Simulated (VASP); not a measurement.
# Pt in VASP: single point with RPBE

Aim: the single point of Pt with RPBE.

Everything below comes from runs of VASP 6.6.1. Logs are shortened: lines on timing, memory, paths and dates and some standing lists are left out, and cuts for length are marked.

### Step 1. The cell of the first run

The cell holds a slab with vacuum, 4 atoms: a = 2.823 Å, b = 2.823 Å, c = 23.916 Å, α = 90.00°, β = 90.00°, γ = 120.00°.

### Step 2. Single point, RPBE

Contents of INCAR:

```
SYSTEM = Pt
PREC = Accurate ; ENCUT = 520
EDIFF = 1E-6 ; ISMEAR = 0
SIGMA = 0.1 ; LREAL = .FALSE.
LASPH = .TRUE. ; NELM = 60
ALGO = Normal ; ISIF = 2
LWAVE = .FALSE. ; LCHARG = .FALSE.
LDIPOL = .TRUE. ; IDIPOL = 3
DIPOL = 0.5 0.5 0.499 ; GGA = RP
NBANDS = 28
```

Contents of KPOINTS:

```
Automatic mesh
0
G
  12 12 1
  0 0 0
```

Contents of POSCAR:

```
Pt
1.0
    2.8233810850      0.0000000000      0.0000000000
   -1.4116905425      2.4451197442      0.0000000000
    0.0000000000      0.0000000000     23.9158430076
Pt
4
Direct
    0.6666666667      0.3333333333      0.3554129368
    0.3333333333      0.6666666667      0.4518043123
    0.0000000000      0.0000000000      0.5469796158
    0.6666666667      0.3333333333      0.6437741072
```

Potentials or basis: VASP PAW PBE potentials, release 64 (Pt).

On the command line:

```
cat potpaw_PBE.64/Pt/POTCAR > POTCAR
mpirun -np 1 vasp_std > vasp.out
```

OUTCAR:

```text
SYSTEM = Pt
   PREC = Accurate
   ENCUT = 520
   EDIFF = 1E-6
   ISMEAR = 0
   LREAL = .FALSE.
   LASPH = .TRUE.
   NELM = 60
   ISIF = 2
   GGA = RP

 ion  position               nearest neighbor table
   1  0.667  0.333  0.355-   2 2.82   2 2.82   2 2.82
   2  0.333  0.667  0.452-   3 2.80   3 2.80   3 2.80   1 2.82   1 2.82   1 2.82
   3  0.000  0.000  0.547-   2 2.80   2 2.80   2 2.80   4 2.83   4 2.83   4 2.83
   4  0.667  0.333  0.644-   3 2.83   3 2.83   3 2.83

  LATTYP: Found a hexagonal cell.
 ALAT       =     2.8233810850
 C/A-ratio  =     8.4706393815

  Lattice vectors:

 A1 = (   2.8233810850,   0.0000000000,   0.0000000000)
 A2 = (  -1.4116905425,   2.4451197442,   0.0000000000)
 A3 = (   0.0000000000,   0.0000000000,  23.9158430076)

Analysis of symmetry for initial positions (statically):
=====================================================================
 Subroutine PRICEL returns:
 Original cell was already a primitive cell.

 Routine SETGRP: Setting up the symmetry group for a
 hexagonal supercell.

 Subroutine GETGRP returns: Found  6 space group operations
 (whereof  6 operations were pure point group operations)
 out of a pool of 24 trial point group operations.

The static configuration has the point symmetry C_3v.

Analysis of symmetry for dynamics (positions and initial velocities):
=====================================================================
 Subroutine PRICEL returns:
 Original cell was already a primitive cell.

 Routine SETGRP: Setting up the symmetry group for a
 hexagonal supercell.

 Subroutine GETGRP returns: Found  6 space group operations
 (whereof  6 operations were pure point group operations)
 out of a pool of 24 trial point group operations.

The dynamic configuration has the point symmetry C_3v.

 Subroutine INISYM returns: Found  6 space group operations
 (whereof  6 operations are pure point group operations),
 and found     1 'primitive' translations

----------------------------------------------------------------------------------------

                                     Primitive cell

  volume of cell :     165.1031

  direct lattice vectors                    reciprocal lattice vectors
     2.823381085  0.000000000  0.000000000     0.354185273  0.204488963  0.000000000
    -1.411690542  2.445119744  0.000000000     0.000000000  0.408977925  0.000000000
[... 88 lines left out ...]
   NFREE  =      0    steps in history (QN), initial steepest desc. (CG)
   ISIF   =      2    stress and relaxation
   ISYM   =      2    0-nonsym 1-usesym 2-fastsym
   POTIM  = 0.5000    time-step for ionic-motion
   TEBEG  =    0.0;   TEEND  =   0.0 temperature during run
   PSTRESS=    0.0 pullay stress
   NELECT =      40.0000    total number of electrons
   NUPDOWN=      -1.0000    fix difference up-down
   EMIN   =  10.00;   EMAX   =-10.00  energy-range for DOS
   EFERMI =   0.00;   METHOD = LEGACY
   ISMEAR =     0;   SIGMA  =   0.10  broadening in eV -4-tet -1-fermi 0-gaus
   EFERMI_NEDOS =   21; number of points for ismear=-14 and -15
   IALGO  =     38    algorithm
   IMIX   =      4    mixing-type and parameters
     AMIX     =   0.40;   BMIX     =  1.00
     AMIX_MAG =   1.60;   BMIX_MAG =  1.00
  volume/ion in A,a.u.               =      41.28       278.54
  Fermi-wavevector in a.u.,A,eV,Ry     =   1.020571  1.928599 14.171343  1.041564
  Thomas-Fermi vector in A             =   2.154147
   LORBIT       =      0    0 simple, 1 ext, 2 COOP (PROOUT), +10 PAW based schemes
   GGA     = RP    functional components
   LHFCALC =     F    Hartree Fock is set to
   AEXX    =    0.0000 exact exchange contribution
   IVDW    =     0    specifies the selected vdW correction
   LEPSILON=     F    determine dielectric tensor
   LRPA    =     F    only Hartree local field effects (RPA)
 non-spin polarized calculation
 Gauss-broadening in eV      SIGMA  =   0.10
  energy-cutoff  :      520.00
  volume of cell :      165.10
 maximum number of plane-waves:      4484
 NGX is ok and might be reduce to    24
   NGX = 11   NGY = 11   NGZ = 89

 dipolmoment           0.000000      0.000000     -0.001143 electrons x Angstroem

 number of electron      39.9999998 magnetization

 dipolmoment           0.000000      0.000000      0.000187 electrons x Angstroem

 Free energy of the ion-electron system (eV)
  ---------------------------------------------------
  ext. energy  EPLUGINS =         0.00000000
  ---------------------------------------------------
  free energy    TOTEN  =       -20.79300818 eV

  energy without entropy =      -20.75736436  energy(sigma->0) =      -20.77518627

 E-fermi :   0.5239     XC(G=0):  -5.8302

 val. band max:        0.5207756706   @ k =   0.0000   0.0000   0.0000
 cond. band min:       0.5320312111   @ k =   0.0833   0.0000   0.0000
 fundamental gap:      0.0112555405
 Fermi energy:         0.5239231471

 k-point     1 :       0.0000    0.0000    0.0000
  band No.  band energies     occupation
      1      -8.5458      2.00000
      2      -7.2216      2.00000
      3      -6.1157      2.00000
      4      -6.0466      2.00000
      5      -2.9621      2.00000
      6      -2.8563      2.00000
[... 578 lines left out ...]
     27       7.8531      0.00000
     28       8.9727      0.00000

------------------------ aborting loop because EDIFF is reached ----------------------------------------

 vacuum level on the upper side and lower side of the slab       (xc-potential included)        -0.264        -0.257

  FORCE on cell =-STRESS in cart. coord.  units (eV):
  Direction    XX          YY          ZZ          XY          YZ          ZX
  --------------------------------------------------------------------------------------
  -------------------------------------------------------------------------------------
  Total       -4.0277438     -4.0277438     -0.0162387      0.0000000      0.0000000      0.0000000
  in kB      -39.0856278    -39.0856278     -0.1575824      0.0000000      0.0000000      0.0000000
  external PRESSURE =     -26.1096127 kB  Pullay stress =       0.0000000 kB

 VOLUME and BASIS-vectors are now :
 -----------------------------------------------------------------------------
  energy-cutoff  :      520.00
  volume of cell :      165.10
      direct lattice vectors                 reciprocal lattice vectors
     2.823381085  0.000000000  0.000000000     0.354185273  0.204488963  0.000000000
    -1.411690542  2.445119744  0.000000000     0.000000000  0.408977925  0.000000000
     0.000000000  0.000000000 23.915843008     0.000000000  0.000000000  0.041813287

 POSITION                                       TOTAL-FORCE (eV/Angst)
 -----------------------------------------------------------------------------------
      1.41169      0.81504      8.50000        -0.000000      0.000000     -0.038132
     -0.00000      1.63008     10.80528         0.000000     -0.000000      0.042478
      0.00000      0.00000     13.08148        -0.000000      0.000000      0.010310
      1.41169      0.81504     15.39640        -0.000000      0.000000     -0.014657
 -----------------------------------------------------------------------------------
    total drift:                               -0.000000      0.000000      0.000420

  FREE ENERGIE OF THE ION-ELECTRON SYSTEM (eV)
  ---------------------------------------------------
  free  energy   TOTEN  =       -20.7930081849 eV

  energy  without entropy=      -20.7573643553  energy(sigma->0) =      -20.77518627

 vacuum level on the upper side and lower side of the slab         5.834         5.840
```

OSZICAR:

```text
N       E                     dE             d eps       ncg     rms          rms(c)
DAV:   1     0.252736229859E+03    0.25274E+03   -0.17588E+04  1072   0.121E+03
DAV:   2    -0.101146267581E+02   -0.26285E+03   -0.24714E+03  1276   0.249E+02
DAV:   3    -0.218330468717E+02   -0.11718E+02   -0.11236E+02  1276   0.501E+01
[... 22 lines left out ...]
DAV:  26    -0.207929994225E+02   -0.10331E-04   -0.75081E-06   840   0.138E-02    0.502E-03
DAV:  27    -0.207930033987E+02   -0.39762E-05   -0.90337E-07   796   0.500E-03    0.476E-03
DAV:  28    -0.207930071096E+02   -0.37109E-05   -0.12162E-06   796   0.497E-03    0.636E-03
DAV:  29    -0.207930081715E+02   -0.10619E-05   -0.26069E-07   804   0.298E-03    0.514E-03
DAV:  30    -0.207930081849E+02   -0.13440E-07   -0.12070E-08   636   0.583E-04
   1 F= -.20793008E+02 E0= -.20775186E+02  d E =-.356438E-01
```

stdout:

```text
POSCAR found type information on POSCAR Pt
 POSCAR found :  1 types and       4 ions
 scaLAPACK will be used
 -----------------------------------------------------------------------------
|                                                                             |
|                                                                             |
|     You enforced a specific xc type in the INCAR file but a different       |
|     I HOPE YOU KNOW WHAT YOU ARE DOING!                                     |
|                                                                             |
 -----------------------------------------------------------------------------

 LDA part: xc-table for (Slater+PW92), standard interpolation
 POSCAR, INCAR and KPOINTS ok, starting setup
 FFT: planning ... GRIDC
 FFT: planning ... GRID_SOFT
 FFT: planning ... GRID
 WAVECAR not read
 entering main loop
```

Wall time 2.7 min (1 thread of Intel Xeon Platinum 8259CL at 2.50GHz (Skylake/Cascade Lake), shared host); peak memory 0.32 GiB.

What came out:

```
Free energy            : -20.7930 eV
Largest force          : 0.042 eV/Å
Band gap on the k mesh : zero (band 20 reaches 1.06 eV, above the bottom of band 21 at -0.26 eV)
```

Forces on the atoms (eV/Å):
```
Pt   0.000  0.000 -0.038
Pt   0.000  0.000  0.042
Pt   0.000  0.000  0.010
Pt   0.000  0.000 -0.015
```

Levels at points of the mesh, in eV from the Fermi level:
| k point | band 16 | band 17 | band 18 | band 19 | band 20 | band 21 | band 22 | band 23 | band 24 | band 25 |
| --- | --- | --- | --- | --- | --- | --- | --- | --- | --- | --- |
| (0.00, 0.00, 0.00) | -1.47 | -1.47 | -1.13 | -1.13 | -0.45 | -0.45 | -0.22 | 0.00 | 0.00 | 0.84 |
| (0.50, 0.00, 0.00) | -0.11 | 0.06 | 0.25 | 0.50 | 0.54 | 1.04 | 2.42 | 2.71 | 3.00 | 5.71 |

Caveat: the PAW data sets were made with another functional, which shifts forces and pressure a little; spin-orbit coupling is left out, which moves the levels of the heavy elements.
